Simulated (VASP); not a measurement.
# TiAl: single point with r2SCAN

TiAl:

```xyz
2
Lattice="3.1713 0.0000 0.0000 0.0000 3.1713 0.0000 0.0000 0.0000 3.1713" Properties=species:S:1:pos:R:3 pbc="T T T"
Ti    0.0000    0.0000    0.0000
Al    1.5857    1.5857    1.5857
```

```
Program             : VASP 6.6.1
Task                : single point
Functional          : r2SCAN
Potentials or basis : VASP PAW PBE potentials, release 64 (Ti_sv, Al)
Cutoff              : 520 eV
k mesh              : 14 × 14 × 14
Occupations         : gaussian, width 0.1 eV
Spin                : no spin polarisation
```

```yaml
Pressure: 0.1 GPa
```

Levels at points of the mesh, in eV from the Fermi level:
```tsv
k point	band 5	band 6	band 7	band 8	band 9	band 10
(0.00, 0.00, 0.00)	-9.92	-1.66	-1.66	2.05	2.05	2.05
(0.50, 0.00, 0.00)	-6.48	-5.64	-0.68	0.27	0.27	2.27
(0.50, 0.50, 0.00)	-5.27	-2.43	-2.43	-1.66	0.87	0.87
(0.50, 0.50, 0.50)	-3.31	-3.31	-3.31	0.95	2.87	2.87
```

Wall time 73 s on 1 thread of Intel(R) Xeon(R) 6975P-C (Granite Rapids), on a shared host, peak memory 0.18 GiB.

Caveat: the PAW data sets were made with another functional, which shifts forces and pressure a little.
